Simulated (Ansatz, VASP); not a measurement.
This is a calculation of As for VASP 6.6.1.

File INCAR:

```
ALGO = Normal
EDIFF = 1E-6
ENCUT = 520
GGA = CA
ISIF = 2
ISMEAR = -1
LASPH = T
LCHARG = F
LREAL = F
LWAVE = F
NBANDS = 18
NELM = 60
PREC = Accurate
SIGMA = 0.05
```

File KPOINTS:

```
k-points
0
Gamma
  8 8 6
```

File POSCAR:

```
As
1.0
    1.8127513088     -5.4630861361      0.0000000000
    1.8127513088      5.4630861361      0.0000000000
    0.0000000000      0.0000000000      4.4399990961
As
4
Direct
    0.3900000000      0.6100000000      0.5600000000
    0.8900000000      0.1100000000      0.9400000000
    0.6100000000      0.3900000000      0.4400000000
    0.1100000000      0.8900000000      0.0600000000
```

Potentials or basis: VASP PAW LDA potentials, release 64 (As).

Launch:

```console
$ cat potpaw_LDA.64/As/POTCAR > POTCAR
$ mpirun -np 1 vasp_std > vasp.out
```

Question: Translate it to Ansatz 0.2.0. Potentials there: Ansatz PAW.

Answer: As run (the cutoff follows the program's own potentials):

Contents of input.yaml:

```yaml
crystal:
  lattice:
    - [1.8127513088, -5.4630861361, 0.0]
    - [1.8127513088, 5.4630861361, 0.0]
    - [0.0, 0.0, 4.4399990961]
  atoms:
    - { symbol: As, position: [0.39, 0.61, 0.56] }
    - { symbol: As, position: [0.89, 0.11, 0.94] }
    - { symbol: As, position: [0.61, 0.39, 0.44] }
    - { symbol: As, position: [0.11, 0.89, 0.06] }
hamiltonian:
  xc: lda
  pseudopotentials: { kind: paw }
kpoints:
  mp_grid: { grid: [8, 8, 6] }
scf:
  occupations: { method: fermi_dirac, width: 0.05 }
output:
  forces: true
  stress: true
  eigenvalues: true
```

Potentials or basis: Ansatz PAW.

The run is started by

```bash
$ ansatz run input.yaml --threads 2 --pin off --max-ram 5632MiB --backend cpu --events-out ev --progress --plain --runs-dir out
```

Both were run:

|  | VASP | Ansatz | Ansatz less VASP |
| --- | --- | --- | --- |
| gap on the k mesh at the Fermi level (eV) | none | none | - |
| pressure (GPa) | 0.0 | -0.5 | -0.47 |
| traceless stress, the component that is largest in VASP (GPa) | -1.06 | -1.03 | +0.031 |
| rms of the force components (eV/Å) | 0.094 | 0.075 | -0.0182 |

LDA's correlation is that of Perdew and Zunger in VASP and of Perdew and Wang (1992) in Ansatz. Atom by atom the forces differ by 0.049 eV/Å (rms over components). A gap of «none» marks a metal or a gap that the smearing closes. VASP's potentials hold 20 valence electrons a cell and Ansatz's 60, so a difference there can come from the potentials and not from the codes.
